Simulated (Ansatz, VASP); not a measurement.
## One calculation of Li3SeF, two programs

```xyz
5
Lattice="5.0185 0.0000 0.0000 -2.5093 4.3462 0.0000 0.0000 0.0000 4.8024" Properties=species:S:1:pos:R:3 pbc="T T T"
Li    2.5093    0.0000    0.0000
Li   -1.2546    2.1731    0.0000
Li    1.2546    2.1731    0.0000
Se    0.0000    0.0000    2.4012
F     0.0000    0.0000    0.0000
```

Alike in both runs: task relaxation of cell and atoms; functional PBE; k mesh 12 × 12 × 8; occupations gaussian, width 0.1 eV; no spin polarisation.

```csv
,VASP,Ansatz
version,VASP 6.6.1,Ansatz 0.2.0
potentials or method,"VASP PAW PBE potentials, release 64 (Li_sv, Se, F), cutoff 600 eV","scalar-relativistic, plane waves, PAW"
valence electrons in the cell,22,32
```

|  | VASP | Ansatz | Ansatz less VASP |
| --- | --- | --- | --- |
| gap on the k mesh at the Fermi level, each at its own relaxed structure (eV) | none | none | - |
| relaxed volume (Å³/atom) | 21.04 | 21.16 | +0.115 |
| relaxed cell length with the largest relative difference (Å) | 4.689 | 4.704 | +0.0153 |

A gap of «none» marks a metal or a gap that the smearing closes. VASP's potentials hold 22 valence electrons a cell and Ansatz's 32, so a difference there can come from the potentials and not from the codes.

Noted on VASP's run: the cutoff is short for stress, so the pressure is rough.
